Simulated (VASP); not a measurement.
# KNaRhF6 (a cell with a defect) in VASP: notebook

The runs below take KNaRhF6 (a cell with a defect) through single point, with PBEsol.

Program: VASP 6.6.1. These are calculated values, not measurements. Logs are shortened: lines on timing, memory, paths and dates and some standing lists are left out, and cuts for length are marked.

## Step 1: The cell of the first run

The cell holds a defect, 9 atoms: a = 5.956 Å, b = 5.956 Å, c = 5.956 Å, α = 60.00°, β = 60.00°, γ = 60.00°.

## Step 2: Single point, PBEsol

Input file INCAR:

```
SYSTEM = KNaRhF6
PREC = Accurate
ENCUT = 520
EDIFF = 1E-6
ISMEAR = -1
SIGMA = 0.05
LREAL = .FALSE.
LASPH = .TRUE.
NELM = 60
ALGO = Normal
ISIF = 2
LWAVE = .FALSE.
LCHARG = .FALSE.
GGA = PS
NBANDS = 46
```

Input file KPOINTS:

```
Automatic mesh
0
G
  3 3 3
  0 0 0
```

Input file POSCAR:

```
KNaRhF6
1.0
    0.0000000000      4.2112070000      4.2112070000
    4.2112070000      0.0000000000      4.2112070000
    4.2112070000      4.2112070000      0.0000000000
K F Rh Na
1 6 1 1
Direct
    0.8745368014      0.8743202365      0.6257444718
    0.7577840510      0.2396321292      0.2156800889
    0.2395106676      0.7574954164      0.2162023857
    0.2408437771      0.7583761615      0.7856179950
    0.7593704133      0.2406105898      0.7848737903
    0.2258286045      0.2249293374      0.7756042389
    0.7726812052      0.7729286402      0.2257593844
   -0.0002354432     -0.0005714514      0.0002178710
    0.5009024729      0.5004624565      0.4990718813
```

Potentials or basis: VASP PAW PBE potentials, release 64 (K_sv, F, Rh_pv, Na_pv).

The run is started by

```console
> cat potpaw_PBE.64/K_sv/POTCAR potpaw_PBE.64/F/POTCAR potpaw_PBE.64/Rh_pv/POTCAR potpaw_PBE.64/Na_pv/POTCAR > POTCAR
> mpirun -np 1 vasp_std > vasp.out
```

OUTCAR:

```text
SYSTEM = KNaRhF6
   PREC = Accurate
   ENCUT = 520
   EDIFF = 1E-6
   ISMEAR = -1
   LREAL = .FALSE.
   LASPH = .TRUE.
   NELM = 60
   ISIF = 2
   GGA = PS

 ion  position               nearest neighbor table
   1  0.875  0.874  0.626-   3 2.46   5 2.46   2 2.46   4 2.46   8 3.16   8 3.16   9 3.16   9 3.16

   2  0.758  0.240  0.216-   8 1.92   9 2.29   1 2.46
   3  0.240  0.757  0.216-   8 1.92   9 2.29   1 2.46
   4  0.241  0.758  0.786-   8 1.92   9 2.30   1 2.46
   5  0.759  0.241  0.785-   8 1.92   9 2.29   1 2.46
   6  0.226  0.225  0.776-   8 1.90   9 2.32
   7  0.773  0.773  0.226-   8 1.91   9 2.29
   8  1.000  0.999  0.000-   6 1.90   7 1.91   4 1.92   2 1.92   5 1.92   3 1.92   1 3.16   1 3.16

   9  0.501  0.500  0.499-   7 2.29   2 2.29   5 2.29   3 2.29   4 2.30   6 2.32   1 3.16   1 3.16

  LATTYP: Found a face centered cubic cell.
 ALAT       =     8.4224140000

  Lattice vectors:

 A1 = (   0.0000000000,   4.2112070000,   4.2112070000)
 A2 = (   4.2112070000,   0.0000000000,   4.2112070000)
 A3 = (   4.2112070000,   4.2112070000,   0.0000000000)

Analysis of symmetry for initial positions (statically):
=====================================================================
 Subroutine PRICEL returns:
 Original cell was already a primitive cell.

 Routine SETGRP: Setting up the symmetry group for a
 face centered cubic supercell.

 Subroutine GETGRP returns: Found  1 space group operations
 (whereof  1 operations were pure point group operations)
 out of a pool of 48 trial point group operations.

The static configuration has the point symmetry C_1 .

Analysis of symmetry for dynamics (positions and initial velocities):
=====================================================================
 Subroutine PRICEL returns:
 Original cell was already a primitive cell.

 Routine SETGRP: Setting up the symmetry group for a
 face centered cubic supercell.

 Subroutine GETGRP returns: Found  1 space group operations
 (whereof  1 operations were pure point group operations)
 out of a pool of 48 trial point group operations.

The dynamic configuration has the point symmetry C_1 .

 Subroutine INISYM returns: Found  1 space group operations
 (whereof  1 operations are pure point group operations),
 and found     1 'primitive' translations

----------------------------------------------------------------------------------------

                                     Primitive cell

  volume of cell :     149.3653

  direct lattice vectors                    reciprocal lattice vectors
     0.000000000  4.211207000  4.211207000    -0.118730806  0.118730806  0.118730806
     4.211207000  0.000000000  4.211207000     0.118730806 -0.118730806  0.118730806
     4.211207000  4.211207000  0.000000000     0.118730806  0.118730806 -0.118730806

  length of vectors
     5.955546053  5.955546053  5.955546053     0.205647788  0.205647788  0.205647788

  position of ions in fractional coordinates (direct lattice)
     0.874536801  0.874320236  0.625744472
     0.757784051  0.239632129  0.215680089
     0.239510668  0.757495416  0.216202386
     0.240843777  0.758376162  0.785617995
     0.759370413  0.240610590  0.784873790
     0.225828605  0.224929337  0.775604239
     0.772681205  0.772928640  0.225759384
     0.999764557  0.999428549  0.000217871
     0.500902473  0.500462457  0.499071881

  ion indices of the primitive-cell ions
   primitive index   ion index
                 1           1
                 2           2
                 3           3
                 4           4
                 5           5
                 6           6
                 7           7
                 8           8
                 9           9

----------------------------------------------------------------------------------------

 KPOINTS: Automatic mesh

Automatic generation of k-mesh.
 Grid dimensions read from file:
 generate k-points for:    3    3    3

 Generating k-lattice:

  Cartesian coordinates                     Fractional coordinates (reciprocal lattice)
    -0.039576935  0.039576935  0.039576935     0.333333333  0.000000000  0.000000000
     0.039576935 -0.039576935  0.039576935     0.000000000  0.333333333  0.000000000
     0.039576935  0.039576935 -0.039576935     0.000000000  0.000000000  0.333333333

  Length of vectors
     0.068549263  0.068549263  0.068549263

  Shift w.r.t. Gamma in fractional coordinates (k-lattice)
     0.000000000  0.000000000  0.000000000

 Subroutine IBZKPT returns following result:
 ===========================================

 Found     14 irreducible k-points:

 Following reciprocal coordinates:
            Coordinates               Weight
  0.000000  0.000000  0.000000      1.000000
  0.333333  0.000000  0.000000      2.000000
  0.000000  0.333333  0.000000      2.000000
  0.000000  0.000000  0.333333      2.000000
  0.333333  0.333333  0.333333      2.000000
  0.333333  0.333333  0.000000      2.000000
  0.000000  0.333333  0.333333      2.000000
  0.333333  0.000000  0.333333      2.000000
 -0.333333  0.333333  0.000000      2.000000
  0.000000 -0.333333  0.333333      2.000000
  0.333333  0.000000 -0.333333      2.000000
  0.333333  0.333333 -0.333333      2.000000
 -0.333333  0.333333 -0.333333      2.000000
  0.333333 -0.333333 -0.333333      2.000000
   k-points           NKPTS =     14   k-points in BZ     NKDIM =     14   number of bands    NBANDS=     46
   number of dos      NEDOS =    301   number of ions     NIONS =      9
   total plane-waves  NPLWV = 110592
   dimension x,y,z NGX =    48 NGY =   48 NGZ =   48
   dimension x,y,z NGXF=    96 NGYF=   96 NGZF=   96
   ions per type =               1   6   1   1
   NGX,Y,Z   is equivalent  to a cutoff of  13.40, 13.40, 13.40 a.u.
   NGXF,Y,Z  is equivalent  to a cutoff of  26.80, 26.80, 26.80 a.u.
 SYSTEM =  KNaRhF6
   PREC   = accura    normal or accurate (medium, high low for compatibility)
   ISTART =      0    job   : 0-new  1-cont  2-samecut
   ICHARG =      2    charge: 1-file 2-atom 10-const
   ISPIN  =      1    spin polarized calculation?
   LNONCOLLINEAR =      F non collinear calculations
   LSORBIT =      F    spin-orbit coupling
   LASPH  =      T    aspherical Exc in radial PAW
   ENCUT  =  520.0 eV  38.22 Ry    6.18 a.u.  11.07 11.07 11.07*2*pi/ulx,y,z
   NELM   =     60;   NELMIN=  2; NELMDL= -5     # of ELM steps
   EDIFF  = 0.1E-05   stopping-criterion for ELM
   LREAL  =      F    real-space projection
   EDIFFG = 0.1E-04   stopping-criterion for IOM
   NSW    =      0    number of steps for IOM
   IBRION =     -1    ionic relax: 0-MD 1-quasi-New 2-CG
   NFREE  =      0    steps in history (QN), initial steepest desc. (CG)
   ISIF   =      2    stress and relaxation
   ISYM   =      2    0-nonsym 1-usesym 2-fastsym
   POTIM  = 0.5000    time-step for ionic-motion
   TEBEG  =    0.0;   TEEND  =   0.0 temperature during run
   PSTRESS=    0.0 pullay stress
   NELECT =      73.0000    total number of electrons
   NUPDOWN=      -1.0000    fix difference up-down
   EMIN   =  10.00;   EMAX   =-10.00  energy-range for DOS
   EFERMI =   0.00;   METHOD = LEGACY
   ISMEAR =    -1;   SIGMA  =   0.05  broadening in eV -4-tet -1-fermi 0-gaus
   EFERMI_NEDOS =   21; number of points for ismear=-14 and -15
   IALGO  =     38    algorithm
   IMIX   =      4    mixing-type and parameters
     AMIX     =   0.40;   BMIX     =  1.00
     AMIX_MAG =   1.60;   BMIX_MAG =  1.00
  volume/ion in A,a.u.               =      16.60       112.00
  Fermi-wavevector in a.u.,A,eV,Ry     =   1.289533  2.436864 22.625072  1.662896
  Thomas-Fermi vector in A             =   2.421420
   LORBIT       =      0    0 simple, 1 ext, 2 COOP (PROOUT), +10 PAW based schemes
   GGA     = PS    functional components
   LHFCALC =     F    Hartree Fock is set to
   AEXX    =    0.0000 exact exchange contribution
   IVDW    =     0    specifies the selected vdW correction
   LEPSILON=     F    determine dielectric tensor
   LRPA    =     F    only Hartree local field effects (RPA)
 non-spin polarized calculation
  energy-cutoff  :      520.00
  volume of cell :      149.37
 maximum number of plane-waves:      4040
 NGX is ok and might be reduce to    48
   NGX = 23   NGY = 23   NGZ = 23

 number of electron      73.0000000 magnetization

 Free energy of the ion-electron system (eV)
  ---------------------------------------------------
  ext. energy  EPLUGINS =         0.00000000
  ---------------------------------------------------
  free energy    TOTEN  =       -41.14214104 eV

  energy without entropy =      -41.02905476  energy(sigma->0) =      -41.08559790

 E-fermi :  -1.2142     XC(G=0):  -8.3153

 val. band max:       -1.2199014112   @ k =   0.3333   0.3333   0.0000
 cond. band min:       1.2548465543   @ k =   0.3333   0.0000   0.3333
 fundamental gap:      2.4747479655
 Fermi energy:        -1.2141930979

 k-point     1 :       0.0000    0.0000    0.0000
  band No.  band energies     occupation
      1     -48.5763      2.00000
      2     -48.5587      2.00000
      3     -48.3705      2.00000
      4     -28.6582      2.00000
      5     -23.4555      2.00000
      6     -23.1055      2.00000
[... 38 lines left out ...]
     45       9.0118      0.00000
     46       9.2410      0.00000

 k-point     2 :       0.3333    0.0000    0.0000
  band No.  band energies     occupation
      1     -48.5763      2.00000
      2     -48.5587      2.00000
      3     -48.3705      2.00000
      4     -28.6578      2.00000
      5     -23.4658      2.00000
      6     -23.2117      2.00000
[... 38 lines left out ...]
     45       8.8204      0.00000
     46       9.2678      0.00000

 k-point     3 :       0.0000    0.3333    0.0000
  band No.  band energies     occupation
      1     -48.5763      2.00000
      2     -48.5587      2.00000
      3     -48.3705      2.00000
      4     -28.6578      2.00000
      5     -23.4658      2.00000
      6     -23.2117      2.00000
[... 528 lines left out ...]
     45       8.8013      0.00000
     46       9.2728      0.00000

 k-point    14 :       0.3333   -0.3333   -0.3333
  band No.  band energies     occupation
      1     -48.5763      2.00000
      2     -48.5587      2.00000
      3     -48.3705      2.00000
      4     -28.6553      2.00000
      5     -23.4695      2.00000
      6     -23.2010      2.00000
[... 38 lines left out ...]
     45       8.8015      0.00000
     46       9.2756      0.00000

------------------------ aborting loop because EDIFF is reached ----------------------------------------

  FORCE on cell =-STRESS in cart. coord.  units (eV):
  Direction    XX          YY          ZZ          XY          YZ          ZX
  --------------------------------------------------------------------------------------
  -------------------------------------------------------------------------------------
  Total        1.9778095      1.9482688     -0.1968961      1.1474352      0.0001939     -0.0004549
  in kB       21.2151099     20.8982391     -2.1120201     12.3080422      0.0020803     -0.0048796
  external PRESSURE =      13.3337763 kB  Pullay stress =       0.0000000 kB

 VOLUME and BASIS-vectors are now :
 -----------------------------------------------------------------------------
  energy-cutoff  :      520.00
  volume of cell :      149.37
      direct lattice vectors                 reciprocal lattice vectors
     0.000000000  4.211207000  4.211207000    -0.118730806  0.118730806  0.118730806
     4.211207000  0.000000000  4.211207000     0.118730806 -0.118730806  0.118730806
     4.211207000  4.211207000  0.000000000     0.118730806  0.118730806 -0.118730806

 POSITION                                       TOTAL-FORCE (eV/Angst)
 -----------------------------------------------------------------------------------
      6.31708      6.31799      7.36480         0.003245      0.001097     -1.286292
      1.91741      4.09946      4.20033         0.051037      0.122061      0.159494
      4.10044      1.91910      4.19860         0.117180      0.049062      0.160056
      6.50208      4.32264      4.20792        -0.053308     -0.122986      0.161133
      4.31853      6.50313      4.21113        -0.119125     -0.049604      0.160991
      4.21345      4.21724      1.89824         0.000186      0.000906      0.210808
      4.20568      4.20464      6.50888        -0.001747     -0.001320      0.068011
      4.20972      4.21113      8.41902         0.001177      0.001582      0.172492
      4.20925      4.21110      4.21696         0.001356     -0.000798      0.193307
 -----------------------------------------------------------------------------------
    total drift:                               -0.000082      0.000020     -0.000700

  FREE ENERGIE OF THE ION-ELECTRON SYSTEM (eV)
  ---------------------------------------------------
  free  energy   TOTEN  =       -41.1421410439 eV

  energy  without entropy=      -41.0290547551  energy(sigma->0) =      -41.08559790
```

Wall time 7.4 min (1 thread of Intel Xeon 8259CL, shared host); peak memory 0.37 GiB.

Results:

| Property | Result |
| --- | --- |
| Free energy | -41.1421 eV |
| Pressure | 1.3 GPa |
| Largest force | 1.286 eV/Å |
| Band gap on the k mesh | zero (an odd number of electrons rules out a gap without spin polarisation) |

Forces in eV/Å, atoms in the order of the input:
```
K    0.003  0.001 -1.286
F    0.051  0.122  0.159
F    0.117  0.049  0.160
F   -0.053 -0.123  0.161
F   -0.119 -0.050  0.161
F    0.000  0.001  0.211
F   -0.002 -0.001  0.068
Rh   0.001  0.002  0.172
Na   0.001 -0.001  0.193
```

Levels at points of the mesh, in eV from the Fermi level:
```
           k point  band 33  band 34  band 35  band 36  band 37  band 38  band 39  band 40  band 41  band 42
(0.00, 0.00, 0.00)    -2.15    -2.15    -0.24    -0.23    -0.17     2.76     2.87     5.30     9.07     9.53
```

Caveat: the k points lie up to 0.43 Å⁻¹ apart, too coarse for converged energies and pressures of a metal; the PAW data sets were made with another functional, which shifts forces and pressure a little; an odd number of electrons without spin polarisation forces a metal; a magnetic or distorted state may lie lower.

## Step 3: Single point, PBEsol

Input file INCAR:

```
PREC = Accurate
ENCUT = 520
EDIFF = 1E-6
ISMEAR = -1
SIGMA = 0.05
LREAL = F
LASPH = T
NELM = 60
ALGO = Normal
ISIF = 2
LWAVE = F
LCHARG = T
GGA = PS
LELF = T
LVHAR = T
NBANDS = 46
```

Input file KPOINTS:

```
regular mesh
0
Gamma
  3 3 3
```

Input file POSCAR:

```
KNaRhF6
1.0
    0.0000000000      4.2112070000      4.2112070000
    4.2112070000      0.0000000000      4.2112070000
    4.2112070000      4.2112070000      0.0000000000
K F Rh Na
1 6 1 1
Direct
    1.1246738762      1.1241552600      0.3752459805
    0.7580250745      0.2399144711      0.2157028852
    0.2393228355      0.7576929845      0.2164486334
    0.2408334475      0.7586510233      0.7856409101
    0.7592934757      0.2408102950      0.7850309899
    0.2261202073      0.2253268481      0.7754938192
    0.7727763086      0.7734848940      0.2257378941
   -0.0010187103     -0.0011096581      0.0010609785
    0.4982335231      0.4979469069      0.5018935189
```

Potentials or basis: VASP PAW PBE potentials, release 64 (K_sv, F, Rh_pv, Na_pv).

The run is started by

```console
> cat potpaw_PBE.64/K_sv/POTCAR potpaw_PBE.64/F/POTCAR potpaw_PBE.64/Rh_pv/POTCAR potpaw_PBE.64/Na_pv/POTCAR > POTCAR
> mpirun -np 1 vasp_std > vasp.out
```

It took 7.5 min on 1 thread of Intel Xeon 8259CL, shared host; peak memory 0.37 GiB.

It converged, with:

| Item | Value |
| --- | --- |
| Free energy | -41.1454 eV |
| Pressure | 1.3 GPa |
| Largest force | 1.284 eV/Å |
| Band gap on the k mesh | zero (an odd number of electrons rules out a gap without spin polarisation) |

Forces on the atoms (eV/Å):
```
K   -0.003 -0.002  1.284
F    0.052  0.123 -0.160
F    0.120  0.050 -0.160
F   -0.052 -0.123 -0.159
F   -0.119 -0.050 -0.159
F    0.001  0.002 -0.066
F    0.000 -0.001 -0.208
Rh  -0.001 -0.001 -0.175
Na   0.001  0.000 -0.198
```

Stress tensor (GPa, compression positive):
```
 2.11  1.22  0.00
 1.22  2.07  0.00
 0.00  0.00 -0.21
```

Levels at points of the mesh, in eV from the Fermi level:
```
           k point  band 34  band 35  band 36  band 37  band 38  band 39  band 40  band 41
(0.00, 0.00, 0.00)    -2.15    -0.24    -0.23    -0.17     2.76     2.87     5.30     9.07
```

Caveat: the k points lie up to 0.43 Å⁻¹ apart, too coarse for converged energies and pressures of a metal; the PAW data sets were made with another functional, which shifts forces and pressure a little; an odd number of electrons without spin polarisation forces a metal; a magnetic or distorted state may lie lower.
